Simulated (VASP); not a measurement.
Write the native input for VASP 6.6.1 that does the following.

```
Task                   : single point
Functional             : PBEsol
Potentials or basis    : VASP PAW PBE potentials, release 64 (Hf_pv, N)
Cutoff                 : 700 eV
k mesh                 : 8 × 8 × 4, shifted
Occupations            : methfessel-paxton, width 0.2 eV
Spin                   : no spin polarisation
Dipole correction      : no
Further INCAR settings : ALGO = Normal; EDIFF = 1e-06; NBANDS = 23; ISYM = -1
```

The structure of HfN lies in POSCAR:

```
HfN
1.0
    3.1339080000      0.0000000000      0.0000000000
   -1.5669540000      2.7140439411      0.0000000000
    0.0000000000      0.0000000000      5.4167680000
Hf N
2 2
Direct
    0.6666666667      0.3333333333      0.7500000000
    0.3333333333      0.6666666667      0.2500000000
    0.0000000000      0.0000000000      0.0000000000
    0.0000000000      0.0000000000      0.5000000000
```

These files were run (other wordings do the same):

INCAR

```
  PREC = Accurate
  ENCUT = 700
  EDIFF = 1E-6
  ISMEAR = 1
  SIGMA = 0.2
  LREAL = False
  LASPH = True
  NELM = 120
  ALGO = Normal
  ISIF = 2
  LWAVE = False
  LCHARG = True
  GGA = PS
  LELF = True
  LVHAR = True
  NBANDS = 23
  ISYM = -1
  GGA_COMPAT = False
```

KPOINTS

```
explicit points
128
Reciprocal
  0.06250000   0.06250000   0.12500000 2
  0.06250000   0.06250000   0.37500000 2
  0.06250000   0.06250000   0.62500000 2
  0.06250000   0.06250000   0.87500000 2
  0.06250000   0.18750000   0.12500000 2
  0.06250000   0.18750000   0.37500000 2
  0.06250000   0.18750000   0.62500000 2
  0.06250000   0.18750000   0.87500000 2
  0.06250000   0.31250000   0.12500000 2
  0.06250000   0.31250000   0.37500000 2
  0.06250000   0.31250000   0.62500000 2
  0.06250000   0.31250000   0.87500000 2
  0.06250000   0.43750000   0.12500000 2
  0.06250000   0.43750000   0.37500000 2
  0.06250000   0.43750000   0.62500000 2
  0.06250000   0.43750000   0.87500000 2
  0.06250000   0.56250000   0.12500000 2
  0.06250000   0.56250000   0.37500000 2
  0.06250000   0.56250000   0.62500000 2
  0.06250000   0.56250000   0.87500000 2
  0.06250000   0.68750000   0.12500000 2
  0.06250000   0.68750000   0.37500000 2
  0.06250000   0.68750000   0.62500000 2
  0.06250000   0.68750000   0.87500000 2
  0.06250000   0.81250000   0.12500000 2
  0.06250000   0.81250000   0.37500000 2
  0.06250000   0.81250000   0.62500000 2
  0.06250000   0.81250000   0.87500000 2
  0.06250000   0.93750000   0.12500000 2
  0.06250000   0.93750000   0.37500000 2
  0.06250000   0.93750000   0.62500000 2
  0.06250000   0.93750000   0.87500000 2
  0.18750000   0.06250000   0.12500000 2
  0.18750000   0.06250000   0.37500000 2
  0.18750000   0.06250000   0.62500000 2
  0.18750000   0.06250000   0.87500000 2
  0.18750000   0.18750000   0.12500000 2
  0.18750000   0.18750000   0.37500000 2
  0.18750000   0.18750000   0.62500000 2
  0.18750000   0.18750000   0.87500000 2
  0.18750000   0.31250000   0.12500000 2
  0.18750000   0.31250000   0.37500000 2
  0.18750000   0.31250000   0.62500000 2
  0.18750000   0.31250000   0.87500000 2
  0.18750000   0.43750000   0.12500000 2
  0.18750000   0.43750000   0.37500000 2
  0.18750000   0.43750000   0.62500000 2
  0.18750000   0.43750000   0.87500000 2
  0.18750000   0.56250000   0.12500000 2
  0.18750000   0.56250000   0.37500000 2
  0.18750000   0.56250000   0.62500000 2
  0.18750000   0.56250000   0.87500000 2
  0.18750000   0.68750000   0.12500000 2
  0.18750000   0.68750000   0.37500000 2
  0.18750000   0.68750000   0.62500000 2
  0.18750000   0.68750000   0.87500000 2
  0.18750000   0.81250000   0.12500000 2
  0.18750000   0.81250000   0.37500000 2
  0.18750000   0.81250000   0.62500000 2
  0.18750000   0.81250000   0.87500000 2
  0.18750000   0.93750000   0.12500000 2
  0.18750000   0.93750000   0.37500000 2
  0.18750000   0.93750000   0.62500000 2
  0.18750000   0.93750000   0.87500000 2
  0.31250000   0.06250000   0.12500000 2
  0.31250000   0.06250000   0.37500000 2
  0.31250000   0.06250000   0.62500000 2
  0.31250000   0.06250000   0.87500000 2
  0.31250000   0.18750000   0.12500000 2
  0.31250000   0.18750000   0.37500000 2
  0.31250000   0.18750000   0.62500000 2
  0.31250000   0.18750000   0.87500000 2
  0.31250000   0.31250000   0.12500000 2
  0.31250000   0.31250000   0.37500000 2
  0.31250000   0.31250000   0.62500000 2
  0.31250000   0.31250000   0.87500000 2
  0.31250000   0.43750000   0.12500000 2
  0.31250000   0.43750000   0.37500000 2
  0.31250000   0.43750000   0.62500000 2
  0.31250000   0.43750000   0.87500000 2
  0.31250000   0.56250000   0.12500000 2
  0.31250000   0.56250000   0.37500000 2
  0.31250000   0.56250000   0.62500000 2
  0.31250000   0.56250000   0.87500000 2
  0.31250000   0.68750000   0.12500000 2
  0.31250000   0.68750000   0.37500000 2
  0.31250000   0.68750000   0.62500000 2
  0.31250000   0.68750000   0.87500000 2
  0.31250000   0.81250000   0.12500000 2
  0.31250000   0.81250000   0.37500000 2
  0.31250000   0.81250000   0.62500000 2
  0.31250000   0.81250000   0.87500000 2
  0.31250000   0.93750000   0.12500000 2
  0.31250000   0.93750000   0.37500000 2
  0.31250000   0.93750000   0.62500000 2
  0.31250000   0.93750000   0.87500000 2
  0.43750000   0.06250000   0.12500000 2
  0.43750000   0.06250000   0.37500000 2
  0.43750000   0.06250000   0.62500000 2
  0.43750000   0.06250000   0.87500000 2
  0.43750000   0.18750000   0.12500000 2
  0.43750000   0.18750000   0.37500000 2
  0.43750000   0.18750000   0.62500000 2
  0.43750000   0.18750000   0.87500000 2
  0.43750000   0.31250000   0.12500000 2
  0.43750000   0.31250000   0.37500000 2
  0.43750000   0.31250000   0.62500000 2
  0.43750000   0.31250000   0.87500000 2
  0.43750000   0.43750000   0.12500000 2
  0.43750000   0.43750000   0.37500000 2
  0.43750000   0.43750000   0.62500000 2
  0.43750000   0.43750000   0.87500000 2
  0.43750000   0.56250000   0.12500000 2
  0.43750000   0.56250000   0.37500000 2
  0.43750000   0.56250000   0.62500000 2
  0.43750000   0.56250000   0.87500000 2
  0.43750000   0.68750000   0.12500000 2
  0.43750000   0.68750000   0.37500000 2
  0.43750000   0.68750000   0.62500000 2
  0.43750000   0.68750000   0.87500000 2
  0.43750000   0.81250000   0.12500000 2
  0.43750000   0.81250000   0.37500000 2
  0.43750000   0.81250000   0.62500000 2
  0.43750000   0.81250000   0.87500000 2
  0.43750000   0.93750000   0.12500000 2
  0.43750000   0.93750000   0.37500000 2
  0.43750000   0.93750000   0.62500000 2
  0.43750000   0.93750000   0.87500000 2
```

Potentials or basis: VASP PAW PBE potentials, release 64 (Hf_pv, N).

Launch:

```console
$ cat potpaw_PBE.64/Hf_pv/POTCAR potpaw_PBE.64/N/POTCAR > POTCAR
$ mpirun -np 1 vasp_std > vasp.out
```

Results of the run:

```yaml
Pressure: -4.6 GPa
Largest_force: 0.021 eV/Å
Band_gap_on_the_k_mesh: zero (bands 15 and 16 overlap by 1.08 eV)
```

Caveat: the cell stands under tension; the PAW data sets were made with another functional, which shifts forces and pressure a little; spin-orbit coupling is left out, which moves the levels of the heavy elements.

Run time: 110 s on 1 thread of AMD EPYC 9R45 96-Core Processor (Zen 5) (shared host), peak memory 0.28 GiB.
